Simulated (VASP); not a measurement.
Ga4SbAs: single point with PBE

The system is Ga4SbAs.

```
CELL_PARAMETERS angstrom
6.16872 0.00000 0.00000
0.00000 6.16872 0.00000
0.00000 0.00000 3.73863
ATOMIC_POSITIONS crystal
Ga 0.28148 0.00000 0.00000
Ga 0.71852 0.00000 0.00000
Ga 0.00000 0.71852 0.00000
Ga 0.00000 0.28148 0.00000
Sb 0.00000 0.00000 0.00000
As 0.00000 0.00000 0.50000
```

The cell was generated, and may not be a known phase.

| Property | Result |
| --- | --- |
| Program | VASP 6.6.1 |
| Task | single point |
| Functional | PBE |
| Potentials or basis | VASP PAW PBE potentials, release 64 (Ga_d, Sb_d_GW, As_d) |
| Cutoff | 510 eV |
| k mesh | 4 × 4 × 6 |
| Occupations | gaussian, width 0.1 eV |
| Spin | no spin polarisation |

```yaml
Pressure: 158.4 GPa
Largest_force: 42.803 eV/Å
Band_gap_on_the_k_mesh: zero (bands 41 and 42 overlap by 2.11 eV)
```

Forces in eV/Å, atoms in the order of the input:
```
Ga   42.803   0.000   0.000
Ga  -42.803   0.000   0.000
Ga    0.000 -42.803   0.000
Ga    0.000  42.803   0.000
Sb    0.000   0.000   0.000
As    0.000   0.000   0.000
```

Stress tensor (GPa, compression positive):
```
166.07   0.00   0.00
  0.00 166.07   0.00
  0.00   0.00 143.20
```

Levels at points of the mesh, in eV from the Fermi level:
```
           k point  band 37  band 38  band 39  band 40  band 41  band 42  band 43  band 44  band 45  band 46
(0.00, 0.00, 0.00)    -5.34    -2.90    -1.00    -1.00     0.80     0.80     1.12     1.12     2.11     2.11
(0.50, 0.00, 0.00)    -4.26    -3.44    -2.26    -0.89    -0.75     0.19     0.67     0.81     2.12     2.87
(0.50, 0.50, 0.00)    -4.24    -3.98    -2.61    -1.86    -0.57    -0.57     0.20     0.20     2.95     2.95
(0.00, 0.00, 0.50)    -5.39    -5.04    -2.06    -1.48    -1.19     1.67     1.67     3.37     3.37     3.39
(0.50, 0.00, 0.50)    -5.21    -3.13    -2.57    -1.47    -1.31     0.66     1.37     2.01     2.89     3.28
(0.50, 0.50, 0.50)    -3.11    -3.11    -3.05    -1.72    -1.19     0.62     0.73     2.14     2.14     2.20
```

Wall time 4.9 min on 1 thread of AMD EPYC 7R43 64-Core Processor (Zen 3), with other jobs on the host, peak memory 0.31 GiB.

Caveat: atoms lie so close that the PAW spheres overlap strongly, which falsifies energies and pressures; the stress differs along the axes, from 143 to 166 GPa; spin-orbit coupling is left out, which moves the levels of the heavy elements; forces of over 1 eV/Å act on the atoms, so gaps and moduli don't describe the material at rest.
